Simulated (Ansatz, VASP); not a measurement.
**ZnS in VASP and in Ansatz**

```
Zn S
1.0
    -3.80874    0.00000    0.00000
    -1.90437   -3.29846    0.00000
    -3.33245   -1.92399   12.46647
Zn S
4 4
Direct
  0.61720 0.61720 0.65626
  0.90885 0.90885 0.15626
  0.80473 0.80473 0.90622
  0.42972 0.42972 0.40622
  0.50805 0.50805 0.84339
  0.79970 0.79970 0.34339
  0.27866 0.27866 0.09373
  0.32034 0.32034 0.59373
```

Alike in both runs: task single point; functional r2SCAN; k mesh 7 × 7 × 2; occupations gaussian, width 0.05 eV; no spin polarisation.

|  | VASP | Ansatz |
| --- | --- | --- |
| version | VASP 6.6.1 | Ansatz 0.2.0 |
| potentials or method | VASP PAW PBE potentials, release 64 (Zn, S), cutoff 520 eV | scalar-relativistic, plane waves, PAW |
| valence electrons in the cell | 72 | 72 |

VASP gave:

- gap on the k mesh at the Fermi level (eV): 1.80
- least direct gap on the mesh (eV): 1.80
- pressure (GPa): -0.3
- traceless stress, the component that is largest in VASP (GPa): 2.27
- rms of the force components (eV/Å): 0.159

Q: Which values does Ansatz return?

A: gap on the k mesh at the Fermi level (eV): 1.79; least direct gap on the mesh (eV): 1.79; pressure (GPa): -0.3; traceless stress, the component that is largest in VASP (GPa): 2.30; rms of the force components (eV/Å): 0.156.

VASP's potentials were made for PBE, not for r2SCAN. Atom by atom the forces differ by 0.008 eV/Å (rms over components).
